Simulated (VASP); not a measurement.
# CuO (P-1) in VASP: notebook

CuO is run at these levels: r2SCAN, PBEsol; tasks: single point, relaxation of cell and atoms.

All numbers are computed with VASP 6.6.1; they aren't measurements. Logs are shortened: lines on timing, memory, paths and dates and some standing lists are left out, and cuts for length are marked.

## (1) The cell of the first run

The typed cell holds 4 atoms: a = 2.880 Å, b = 2.880 Å, c = 5.176 Å, α = 89.81°, β = 89.81°, γ = 89.22°.

## (2) Single point, r2SCAN

The input, POSCAR:

```
CuO
1.0
    2.8795009639      0.0000000000      0.0000000000
    0.0390727580      2.8792794796      0.0000000000
    0.0174953863      0.0172449008      5.1763391994
Cu O
2 2
Direct
    0.0000000000      0.5000000000      0.0000000000
    0.5000000000      0.0000000000      0.5000000000
    0.9984239700      0.0016717800      0.7498871000
    0.0015760300      0.9983282200      0.2501129000
```

The input, INCAR.step1:

```
ALGO     = Normal         # electronic algorithm
EDIFF    = 1E-4           # SCF threshold, eV
ENCUT    = 520            # plane-wave cutoff, eV
GGA      = PE             # functional
ISMEAR   = -1             # smearing method
LASPH    = T              # aspherical terms in the spheres
LCHARG   = F              # write CHGCAR
LREAL    = F              # projectors in reciprocal space
LWAVE    = T              # write WAVECAR
NBANDS   = 25             # bands
NELM     = 60             # most SCF steps
PREC     = Accurate       # precision mode
SIGMA    = 0.05           # smearing width, eV
```

The input, INCAR.step2:

```
ALGO     = Normal         # electronic algorithm
EDIFF    = 1E-7           # SCF threshold, eV
ENCUT    = 520            # plane-wave cutoff, eV
ISIF     = 2              # what is computed and relaxed
ISMEAR   = -1             # smearing method
ISTART   = 1            
LASPH    = T              # aspherical terms in the spheres
LCHARG   = F              # write CHGCAR
LMIXTAU  = T            
LREAL    = F              # projectors in reciprocal space
LWAVE    = F              # write WAVECAR
METAGGA  = R2SCAN         # meta-GGA
NBANDS   = 25             # bands
NELM     = 60             # most SCF steps
PREC     = Accurate       # precision mode
SIGMA    = 0.05           # smearing width, eV
```

The input, KPOINTS:

```
k-points
0
Gamma
  9 9 5
```

Potentials or basis: VASP PAW PBE potentials, release 64 (Cu, O).

The run is started by

```sh
cat potpaw_PBE.64/Cu/POTCAR potpaw_PBE.64/O/POTCAR > POTCAR
cp INCAR.step1 INCAR
mpirun -np 1 vasp_std > vasp.out
cp INCAR.step2 INCAR
mpirun -np 1 vasp_std > vasp.out
```

OUTCAR:

```text
EDIFF = 1E-7
   ENCUT = 520
   ISIF = 2
   ISMEAR = -1
   ISTART = 1
   LASPH = T
   LREAL = F
   METAGGA = R2SCAN
   NELM = 60
   PREC = Accurate

 ion  position               nearest neighbor table
   1  0.000  0.500  0.000-   3 1.94   4 1.94   3 1.94   4 1.94
   2  0.500  0.000  0.500-   3 1.94   4 1.94   4 1.94   3 1.94
   3  0.998  0.002  0.750-   2 1.94   2 1.94   1 1.94   1 1.94
   4  0.002  0.998  0.250-   2 1.94   2 1.94   1 1.94   1 1.94

  LATTYP: Found a base centered monoclinic cell.
 ALAT       =    11.1169163425
 B/A-ratio  =     0.3638182808
 C/A-ratio  =     0.4656324948
 COS(beta)  =    -0.9295148209

  Lattice vectors:

 A1 = (   2.8620055776,  -0.0172449008,  -5.1763391994)
 A2 = (   0.0215773717,   2.8620345788,  -5.1763391994)
 A3 = (   0.0174953863,   0.0172449008,   5.1763391994)

Analysis of symmetry for initial positions (statically):
=====================================================================
 Subroutine PRICEL returns:
 Original cell was already a primitive cell.

 Routine SETGRP: Setting up the symmetry group for a
 base centered monoclinic supercell.

 Subroutine GETGRP returns: Found  2 space group operations
 (whereof  2 operations were pure point group operations)
 out of a pool of  4 trial point group operations.

The static configuration has the point symmetry S_2 .

Analysis of symmetry for dynamics (positions and initial velocities):
=====================================================================
 Subroutine PRICEL returns:
 Original cell was already a primitive cell.

 Routine SETGRP: Setting up the symmetry group for a
 base centered monoclinic supercell.

 Subroutine GETGRP returns: Found  2 space group operations
 (whereof  2 operations were pure point group operations)
 out of a pool of  4 trial point group operations.

The dynamic configuration has the point symmetry S_2 .

 Subroutine INISYM returns: Found  2 space group operations
 (whereof  2 operations are pure point group operations),
 and found     1 'primitive' translations

----------------------------------------------------------------------------------------

                                     Primitive cell

  volume of cell :      42.9164

  direct lattice vectors                    reciprocal lattice vectors
     2.879500964  0.000000000  0.000000000     0.347282398 -0.004712735 -0.001158071
     0.039072758  2.879279480  0.000000000     0.000000000  0.347309112 -0.001157055
     0.017495386  0.017244901  5.176339199     0.000000000  0.000000000  0.193186722

  length of vectors
     2.879500964  2.879544582  5.176397491     0.347316304  0.347311040  0.193186722

  position of ions in fractional coordinates (direct lattice)
     1.000000000  0.500000000  0.000000000
     0.500000000  0.000000000  0.500000000
     0.998423970  0.001671780  0.749887100
     0.001576030  0.998328220  0.250112900

  ion indices of the primitive-cell ions
   primitive index   ion index
                 1           1
                 2           2
                 3           3
                 4           4

----------------------------------------------------------------------------------------

 KPOINTS: k-points

Automatic generation of k-mesh.
 Grid dimensions read from file:
 generate k-points for:    9    9    5

 Generating k-lattice:

  Cartesian coordinates                     Fractional coordinates (reciprocal lattice)
     0.038586933 -0.000523637 -0.000128675     0.111111111 -0.000000000 -0.000000000
     0.000000000  0.038589901 -0.000128562     0.000000000  0.111111111 -0.000000000
     0.000000000  0.000000000  0.038637344     0.000000000  0.000000000  0.200000000

  Length of vectors
     0.038590700  0.038590116  0.038637344

  Shift w.r.t. Gamma in fractional coordinates (k-lattice)
     0.000000000  0.000000000  0.000000000

 Subroutine IBZKPT returns following result:
 ===========================================

 Found    203 irreducible k-points:

 Following reciprocal coordinates:
            Coordinates               Weight
  0.000000  0.000000  0.000000      1.000000
  0.111111  0.000000 -0.000000      2.000000
  0.000000 -0.111111  0.000000      2.000000
  0.222222 -0.000000 -0.000000      2.000000
  0.000000 -0.222222  0.000000      2.000000
  0.333333  0.000000 -0.000000      2.000000
[... 16 lines left out ...]
 -0.111111  0.111111 -0.000000      2.000000
  0.222222  0.222222 -0.000000      2.000000
 [... further k-points ...]
   k-points           NKPTS =    203   k-points in BZ     NKDIM =    203   number of bands    NBANDS=     25
   number of dos      NEDOS =    301   number of ions     NIONS =      4
   total plane-waves  NPLWV =  23040
   dimension x,y,z NGX =    24 NGY =   24 NGZ =   40
   dimension x,y,z NGXF=    48 NGYF=   48 NGZF=   80
   ions per type =               2   2
   NGX,Y,Z   is equivalent  to a cutoff of  13.86, 13.86, 12.85 a.u.
   NGXF,Y,Z  is equivalent  to a cutoff of  27.71, 27.71, 25.69 a.u.
 SYSTEM =  unknown system
   PREC   = accura    normal or accurate (medium, high low for compatibility)
   ISTART =      1    job   : 0-new  1-cont  2-samecut
   ICHARG =      0    charge: 1-file 2-atom 10-const
   ISPIN  =      1    spin polarized calculation?
   LNONCOLLINEAR =      F non collinear calculations
   LSORBIT =      F    spin-orbit coupling
   LASPH  =      T    aspherical Exc in radial PAW
   ENCUT  =  520.0 eV  38.22 Ry    6.18 a.u.   5.35  5.35  9.62*2*pi/ulx,y,z
   NELM   =     60;   NELMIN=  2; NELMDL=  0     # of ELM steps
   EDIFF  = 0.1E-06   stopping-criterion for ELM
   LREAL  =      F    real-space projection
   EDIFFG = 0.1E-05   stopping-criterion for IOM
   NSW    =      0    number of steps for IOM
   IBRION =     -1    ionic relax: 0-MD 1-quasi-New 2-CG
   NFREE  =      0    steps in history (QN), initial steepest desc. (CG)
   ISIF   =      2    stress and relaxation
   ISYM   =      2    0-nonsym 1-usesym 2-fastsym
   POTIM  = 0.5000    time-step for ionic-motion
   TEBEG  =    0.0;   TEEND  =   0.0 temperature during run
   PSTRESS=    0.0 pullay stress
   NELECT =      34.0000    total number of electrons
   NUPDOWN=      -1.0000    fix difference up-down
   EMIN   =  10.00;   EMAX   =-10.00  energy-range for DOS
   EFERMI =   0.00;   METHOD = LEGACY
   ISMEAR =    -1;   SIGMA  =   0.05  broadening in eV -4-tet -1-fermi 0-gaus
   EFERMI_NEDOS =   21; number of points for ismear=-14 and -15
   IALGO  =     38    algorithm
   IMIX   =      4    mixing-type and parameters
     AMIX     =   0.40;   BMIX     =  1.00
     AMIX_MAG =   1.60;   BMIX_MAG =  1.00
  volume/ion in A,a.u.               =      10.73        72.40
  Fermi-wavevector in a.u.,A,eV,Ry     =   1.514816  2.862587 31.220846  2.294667
  Thomas-Fermi vector in A             =   2.624423
   LORBIT       =      0    0 simple, 1 ext, 2 COOP (PROOUT), +10 PAW based schemes
   METAGGA = R2SCAN    functional components
   LHFCALC =     F    Hartree Fock is set to
   AEXX    =    0.0000 exact exchange contribution
   IVDW    =     0    specifies the selected vdW correction
   LEPSILON=     F    determine dielectric tensor
   LRPA    =     F    only Hartree local field effects (RPA)
 non-spin polarized calculation
  energy-cutoff  :      520.00
  volume of cell :       42.92
 maximum number of plane-waves:      1171
 NGX is ok and might be reduce to    24
   NGX = 11   NGY = 11   NGZ = 19

 number of electron      33.9999982 magnetization

 Free energy of the ion-electron system (eV)
  ---------------------------------------------------
  ext. energy  EPLUGINS =         0.00000000
  ---------------------------------------------------
  free energy    TOTEN  =       -36.47600917 eV

  energy without entropy =      -36.45689011  energy(sigma->0) =      -36.46644964

 E-fermi :   5.0766     XC(G=0): -12.2026

 val. band max:        5.0764150161   @ k =  -0.4444  -0.4444   0.4000
 cond. band min:       5.0826920826   @ k =  -0.4444   0.4444  -0.4000
 fundamental gap:      0.0062770665
 Fermi energy:         5.0766398891

 k-point     1 :       0.0000    0.0000    0.0000
  band No.  band energies     occupation
      1     -16.0878      2.00000
      2     -14.8221      2.00000
      3      -3.5254      2.00000
      4      -0.6865      2.00000
      5      -0.6591      2.00000
      6       1.0668      2.00000
[... 17 lines left out ...]
     24      20.6054      0.00000
     25      20.9570      0.00000

 k-point     2 :       0.1111    0.0000   -0.0000
  band No.  band energies     occupation
      1     -16.0195      2.00000
      2     -14.7992      2.00000
      3      -3.4056      2.00000
      4      -0.7636      2.00000
      5      -0.6315      2.00000
      6       0.4103      2.00000
[... 17 lines left out ...]
     24      20.8275      0.00000
     25      21.0399      0.00000

 k-point     3 :       0.0000   -0.1111    0.0000
  band No.  band energies     occupation
      1     -16.0196      2.00000
      2     -14.7992      2.00000
      3      -3.4058      2.00000
      4      -0.7577      2.00000
      5      -0.6381      2.00000
      6       0.4110      2.00000
[... 17 lines left out ...]
     24      20.8257      0.00000
     25      21.0614      0.00000

 k-point     4 :       0.2222   -0.0000   -0.0000
  band No.  band energies     occupation
      1     -15.8401      2.00000
      2     -14.7405      2.00000
      3      -3.0873      2.00000
      4      -0.9251      2.00000
      5      -0.7414      2.00000
      6      -0.5365      2.00000
[... 17 lines left out ...]
     24      20.9361      0.00000
     25      21.2570      0.00000
[... 477 lines left out ...]
 k-point    22 :      -0.1111    0.2222   -0.0000
  band No.  band energies     occupation
      1     -15.7731      2.00000
      2     -14.7190      2.00000
      3      -2.9646      2.00000
      4      -0.8931      2.00000
      5      -0.7258      2.00000
      6      -0.6151      2.00000
[... 17 lines left out ...]
     24      19.2849      0.00000
     25      21.1741      0.00000

 k-point    23 :      -0.1111    0.1111   -0.0000
  band No.  band energies     occupation
      1     -15.9509      2.00000
      2     -14.7765      2.00000
      3      -3.2845      2.00000
      4      -0.7661      2.00000
      5      -0.6807      2.00000
      6       0.2840      2.00000
[... 17 lines left out ...]
     24      19.5630      0.00000
     25      21.1191      0.00000

 k-point    24 :       0.2222    0.2222   -0.0000
  band No.  band energies     occupation
      1     -15.6040      2.00000
      2     -14.6685      2.00000
      3      -2.6435      2.00000
      4      -0.8528      2.00000
      5      -0.7628      2.00000
      6      -0.6541      2.00000
[... 17 lines left out ...]
     24      17.9836      0.00000
     25      21.5934      0.00000

 [... further k-points ...]

------------------------ aborting loop because EDIFF is reached ----------------------------------------

  FORCE on cell =-STRESS in cart. coord.  units (eV):
  Direction    XX          YY          ZZ          XY          YZ          ZX
  --------------------------------------------------------------------------------------
  -------------------------------------------------------------------------------------
  Total        0.2673827      0.2554030     -0.3223205     -0.0116662      0.0023173     -0.0015668
  in kB        9.9820602      9.5348259    -12.0330225     -0.4355283      0.0865096     -0.0584934
  external PRESSURE =       2.4946212 kB  Pullay stress =       0.0000000 kB

 VOLUME and BASIS-vectors are now :
 -----------------------------------------------------------------------------
  energy-cutoff  :      520.00
  volume of cell :       42.92
      direct lattice vectors                 reciprocal lattice vectors
     2.879500964  0.000000000  0.000000000     0.347282398 -0.004712735 -0.001158071
     0.039072758  2.879279480  0.000000000     0.000000000  0.347309112 -0.001157055
     0.017495386  0.017244901  5.176339199     0.000000000  0.000000000  0.193186722

 POSITION                                       TOTAL-FORCE (eV/Angst)
 -----------------------------------------------------------------------------------
      0.01954      1.43964      0.00000        -0.000000      0.000000      0.000000
      1.44850      0.00862      2.58817        -0.000000     -0.000000      0.000000
      2.88815      0.01775      3.88167         0.003170     -0.004701      0.009460
      0.04792      2.87878      1.29467        -0.003170      0.004701     -0.009460
 -----------------------------------------------------------------------------------
    total drift:                                0.000000     -0.000000     -0.000000

  FREE ENERGIE OF THE ION-ELECTRON SYSTEM (eV)
  ---------------------------------------------------
  free  energy   TOTEN  =       -36.4760091694 eV

  energy  without entropy=      -36.4568901076  energy(sigma->0) =      -36.46644964
```

Run time: 17 min. Hardware: 1 thread of Intel Xeon 8259CL, shared host; peak memory 0.31 GiB.

Results:

```
Free energy            : -36.4760 eV
Pressure               : 0.2 GPa
Largest force          : 0.011 eV/Å
Band gap on the k mesh : zero (bands 17 and 18 overlap by 0.94 eV)
```

Forces in eV/Å, atoms in the order of the input:
```
Cu   0.000  0.000  0.000
Cu   0.000  0.000  0.000
O    0.003 -0.005  0.009
O   -0.003  0.005 -0.009
```

Stress tensor (GPa, compression positive):
```
 1.00 -0.04 -0.01
-0.04  0.95  0.01
-0.01  0.01 -1.20
```

Levels at points of the mesh, in eV from the Fermi level:
```
           k point  band 15  band 16  band 17  band 18  band 19  band 20
(0.00, 0.00, 0.00)    -2.55    -2.26     0.67     0.70     1.79     6.67
```

Caveat: the PAW data sets were made with another functional, which shifts forces and pressure a little; semilocal functionals often make such compounds metallic where correlation or magnetic order opens a gap, which also shifts bond lengths. With open d or f shells a metallic result of r2SCAN can be an artefact of self-interaction; +U or a hybrid may open a gap.

(Continued in part 2 of 2.)
